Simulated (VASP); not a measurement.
# CoO (P4/nmm) in VASP: single point with PBEsol

Aim: the single point of CoO with PBEsol.

All numbers are computed with VASP 6.6.1; they aren't measurements. Logs are shortened: lines on timing, memory, paths and dates and some standing lists are left out, and cuts for length are marked.

### 1 The cell of the first run

Symmetry: P4/nmm, No. 129, tetragonal system. The conventional cell has a = 2.946 Å, b = 2.946 Å, c = 4.167 Å, α = 90.00°, β = 90.00°, γ = 90.00°. Within 2.8 Å of Co (site symmetry 4mm) lie 6 O at 2.07 to 2.11 Å and 4 Co at 2.73 Å. O (site symmetry 4mm) has 6 Co at 2.07 to 2.11 Å and 4 O at 2.75 Å within 2.8 Å.

### 2 Single point, PBEsol, collinear spin, ferromagnetic start (atoms displaced along a vibrational mode)

The input, INCAR:

```
SYSTEM = CoO
PREC = Accurate ; ENCUT = 520
EDIFF = 1E-6 ; ISMEAR = 0
SIGMA = 0.15 ; LREAL = .FALSE.
LASPH = .TRUE. ; NELM = 150
ALGO = Normal ; ISIF = 2
LWAVE = .FALSE. ; LCHARG = .TRUE.
ISPIN = 2 ; MAGMOM = 2.57 2.57 0.32 0.32
LORBIT = 11 ; LMAXMIX = 4
GGA = PS ; LVHAR = .TRUE.
NBANDS = 27 ; KPAR = 4
```

The input, KPOINTS:

```
Automatic mesh
0
G
  20 20 14
  0 0 0
```

The input, POSCAR:

```
CoO
1.0
    0.0000000000     -2.0834561500     -2.0834561500
    0.0000000000      2.0834561500     -2.0834561500
    4.1669122999      0.0000000000      0.0000000000
Co O
2 2
Direct
    0.5000000000      0.5000000000      0.5389977010
    0.0000000000      0.0000000000     -0.0389977010
    0.5000000000      0.5000000000      0.0348376491
    1.0000000000      0.0000000000      0.4651623509
```

Potentials or basis: VASP PAW PBE potentials, release 64 (Co, O).

Command:

```console
> cat potpaw_PBE.64/Co/POTCAR potpaw_PBE.64/O/POTCAR > POTCAR
> mpirun -np 4 vasp_std > vasp.out
```

OUTCAR:

```text
SYSTEM = CoO
   PREC = Accurate
   ENCUT = 520
   EDIFF = 1E-6
   ISMEAR = 0
   LREAL = .FALSE.
   LASPH = .TRUE.
   NELM = 150
   ISIF = 2
   ISPIN = 2
   LORBIT = 11
   GGA = PS

 ion  position               nearest neighbor table
   1  0.500  0.500  0.539-   3 2.07   3 2.10   4 2.11   4 2.11   4 2.11   4 2.11   2 2.73   2 2.73
                             2 2.73   2 2.73
   2  0.000  0.000  0.961-   4 2.07   4 2.10   3 2.11   3 2.11   3 2.11   3 2.11   1 2.73   1 2.73
                             1 2.73   1 2.73
   3  0.500  0.500  0.035-   1 2.07   1 2.10   2 2.11   2 2.11   2 2.11   2 2.11
   4  0.000  0.000  0.465-   2 2.07   2 2.10   1 2.11   1 2.11   1 2.11   1 2.11

  LATTYP: Found a simple tetragonal cell.
 ALAT       =     2.9464519439
 C/A-ratio  =     1.4142135623

  Lattice vectors:

 A1 = (   0.0000000000,  -2.0834561500,  -2.0834561500)
 A2 = (   0.0000000000,   2.0834561500,  -2.0834561500)
 A3 = (   4.1669122999,   0.0000000000,   0.0000000000)

Analysis of symmetry for initial positions (statically):
=====================================================================
 Subroutine PRICEL returns:
 Original cell was already a primitive cell.

 Routine SETGRP: Setting up the symmetry group for a
 simple tetragonal supercell.

 Subroutine GETGRP returns: Found 16 space group operations
 (whereof  8 operations were pure point group operations)
 out of a pool of 16 trial point group operations.

The static configuration has the point symmetry C_4v.
 The point group associated with its full space group is D_4h.

Analysis of symmetry for dynamics (positions and initial velocities):
=====================================================================
 Subroutine PRICEL returns:
 Original cell was already a primitive cell.

 Routine SETGRP: Setting up the symmetry group for a
 simple tetragonal supercell.

 Subroutine GETGRP returns: Found 16 space group operations
 (whereof  8 operations were pure point group operations)
 out of a pool of 16 trial point group operations.

The dynamic configuration has the point symmetry C_4v.
 The point group associated with its full space group is D_4h.

Analysis of structural, dynamic, and magnetic symmetry:
=====================================================================
 Subroutine PRICEL returns:
 Original cell was already a primitive cell.

 Routine SETGRP: Setting up the symmetry group for a
 simple tetragonal supercell.

 Subroutine GETGRP returns: Found 16 space group operations
 (whereof  8 operations were pure point group operations)
 out of a pool of 16 trial point group operations.

The overall configuration has the point symmetry C_4v.
[... 135 lines left out ...]
 spin polarized calculation
 Gauss-broadening in eV      SIGMA  =   0.15
  energy-cutoff  :      520.00
  volume of cell :       36.18
 maximum number of plane-waves:      1003
 NGX is ok and might be reduce to    24
   NGX = 11   NGY = 11   NGZ = 15

 number of electron      29.9999991 magnetization       5.6394691

 Free energy of the ion-electron system (eV)
  ---------------------------------------------------
  ext. energy  EPLUGINS =         0.00000000
  ---------------------------------------------------
  free energy    TOTEN  =       -28.00642051 eV

  energy without entropy =      -27.93168781  energy(sigma->0) =      -27.96905416

 E-fermi :   8.6295     XC(G=0): -13.0591

 val. band max:        8.6292772170   @ k =   0.5000   0.1500   0.0000
 cond. band min:       8.6295758062   @ k =   0.3000   0.2500   0.4286
 fundamental gap:      0.0002985892
 Fermi energy:         8.6295428842

 spin component 1

 k-point     1 :       0.0000    0.0000    0.0000
  band No.  band energies     occupation
      1     -12.0579      1.00000
      2     -10.5233      1.00000
      3       1.1879      1.00000
      4       3.9165      1.00000
      5       3.9165      1.00000
      6       4.4258      1.00000
[... 709 lines left out ...]
     26      26.2943      0.00000
     27      26.9866      0.00000

 [... further k-points ...]

 spin component 2

 k-point     1 :       0.0000    0.0000    0.0000
  band No.  band energies     occupation
      1     -11.5240      1.00000
      2      -9.8988      1.00000
      3       1.6511      1.00000
      4       4.5394      1.00000
      5       4.5394      1.00000
      6       5.5960      1.00000
[... 709 lines left out ...]
     26      27.0265      0.00000
     27      27.5937      0.00000

 [... further k-points ...]

------------------------ aborting loop because EDIFF is reached ----------------------------------------

  FORCE on cell =-STRESS in cart. coord.  units (eV):
  Direction    XX          YY          ZZ          XY          YZ          ZX
  --------------------------------------------------------------------------------------
  -------------------------------------------------------------------------------------
  Total       -0.7917485     -0.5156130     -0.5156130      0.0000000      0.0000000      0.0000000
  in kB      -35.0658814    -22.8360705    -22.8360705      0.0000000      0.0000000      0.0000000
  external PRESSURE =     -26.9126741 kB  Pullay stress =       0.0000000 kB

 VOLUME and BASIS-vectors are now :
 -----------------------------------------------------------------------------
  energy-cutoff  :      520.00
  volume of cell :       36.18
      direct lattice vectors                 reciprocal lattice vectors
     0.000000000 -2.083456150 -2.083456150     0.000000000 -0.239985852 -0.239985852
     0.000000000  2.083456150 -2.083456150     0.000000000  0.239985852 -0.239985852
     4.166912300  0.000000000  0.000000000     0.239985852  0.000000000  0.000000000

 POSITION                                       TOTAL-FORCE (eV/Angst)
 -----------------------------------------------------------------------------------
      2.24596      0.00000     -2.08346        -0.319342      0.000000      0.000000
      4.00441      0.00000      0.00000         0.319342     -0.000000     -0.000000
      0.14517      0.00000     -2.08346        -0.361429     -0.000000     -0.000000
      1.93829      0.00000      0.00000         0.361429      0.000000      0.000000
 -----------------------------------------------------------------------------------
    total drift:                               -0.000000     -0.000000      0.000000

  FREE ENERGIE OF THE ION-ELECTRON SYSTEM (eV)
  ---------------------------------------------------
  free  energy   TOTEN  =       -28.0064205084 eV

  energy  without entropy=      -27.9316878090  energy(sigma->0) =      -27.96905416

 total charge

# of ion       s       p       d       tot
------------------------------------------
    1        0.319   0.412   7.193   7.924
    2        0.319   0.412   7.193   7.924
    3        1.555   3.409   0.000   4.964
    4        1.555   3.409   0.000   4.964
--------------------------------------------------
tot          3.749   7.641  14.386  25.776

 magnetization (x)

# of ion       s       p       d       tot
------------------------------------------
    1        0.016   0.016   2.423   2.456
    2        0.016   0.016   2.423   2.456
    3        0.030   0.285   0.000   0.315
    4        0.030   0.285   0.000   0.315
--------------------------------------------------
tot          0.092   0.602   4.847   5.541
```

OSZICAR:

```text
N       E                     dE             d eps       ncg     rms          rms(c)
DAV:   1     0.244101861830E+03    0.24410E+03   -0.13371E+04 57696   0.137E+03
DAV:   2    -0.817824344849E+01   -0.25228E+03   -0.22563E+03 58668   0.323E+02
DAV:   3    -0.326460506066E+02   -0.24468E+02   -0.22970E+02 63032   0.112E+02
DAV:   4    -0.331617492274E+02   -0.51570E+00   -0.51400E+00 63325   0.166E+01
DAV:   5    -0.331777173381E+02   -0.15968E-01   -0.15966E-01 75331   0.274E+00    0.233E+01
DAV:   6    -0.313303595297E+02    0.18474E+01   -0.29356E+01 73057   0.879E+01    0.305E+01
DAV:   7    -0.281315476890E+02    0.31988E+01   -0.11038E+01 69775   0.698E+01    0.114E+01
DAV:   8    -0.280525996330E+02    0.78948E-01   -0.11134E+00 77628   0.111E+01    0.619E+00
DAV:   9    -0.280097398975E+02    0.42860E-01   -0.30499E-01 90295   0.102E+01    0.288E+00
DAV:  10    -0.280177681526E+02   -0.80283E-02   -0.10009E-01 72614   0.378E+00    0.165E+00
DAV:  11    -0.280061569777E+02    0.11611E-01   -0.28916E-02 86215   0.289E+00    0.345E-01
DAV:  12    -0.280059880359E+02    0.16894E-03   -0.95323E-03 76473   0.761E-01    0.301E-01
DAV:  13    -0.280065611449E+02   -0.57311E-03   -0.21547E-03 80829   0.428E-01    0.144E-01
DAV:  14    -0.280065191917E+02    0.41953E-04   -0.16366E-04 81400   0.181E-01    0.117E-01
DAV:  15    -0.280064342752E+02    0.84916E-04   -0.19362E-04 80564   0.211E-01    0.527E-02
DAV:  16    -0.280064201965E+02    0.14079E-04   -0.28507E-05 71554   0.539E-02    0.162E-02
DAV:  17    -0.280064205084E+02   -0.31190E-06   -0.77682E-06 61088   0.210E-02
   1 F= -.28006421E+02 E0= -.27969054E+02  d E =-.747327E-01  mag=     5.6404
```

stdout:

```text
POSCAR found type information on POSCAR CoO
 POSCAR found :  2 types and       4 ions
 scaLAPACK will be used
 -----------------------------------------------------------------------------
|                                                                             |
|                                                                             |
|     You enforced a specific xc type in the INCAR file but a different       |
|     I HOPE YOU KNOW WHAT YOU ARE DOING!                                     |
|                                                                             |
 -----------------------------------------------------------------------------

 LDA part: xc-table for (Slater+PW92), standard interpolation
 POSCAR, INCAR and KPOINTS ok, starting setup
 FFT: planning ... GRIDC
 FFT: planning ... GRID_SOFT
 FFT: planning ... GRID
 WAVECAR not read
 entering main loop
```

It took 6.7 min on 4 MPI ranks of Oxide Virtual Turin-like, shared host; peak memory 0.71 GiB.

What came out:

| Quantity | Value |
| --- | --- |
| Free energy | -28.0064 eV |
| Pressure | -2.7 GPa |
| Largest force | 0.361 eV/Å |
| Net moment | 5.64 μB per cell |
| Site moments | Co +2.46; O +0.32 μB |
| Valence electrons inside the program's atomic spheres | Co 7.92; O 4.96 |

Forces in eV/Å, atoms in the order of the input:
```
Co  -0.319  0.000  0.000
Co   0.319  0.000  0.000
O   -0.361  0.000  0.000
O    0.361  0.000  0.000
```

Caveat: the cell differs from its parent crystal (atoms displaced along a vibrational mode); the PAW data sets were made with another functional, which shifts forces and pressure a little; semilocal functionals often make such compounds metallic where correlation or magnetic order opens a gap, which also shifts bond lengths.
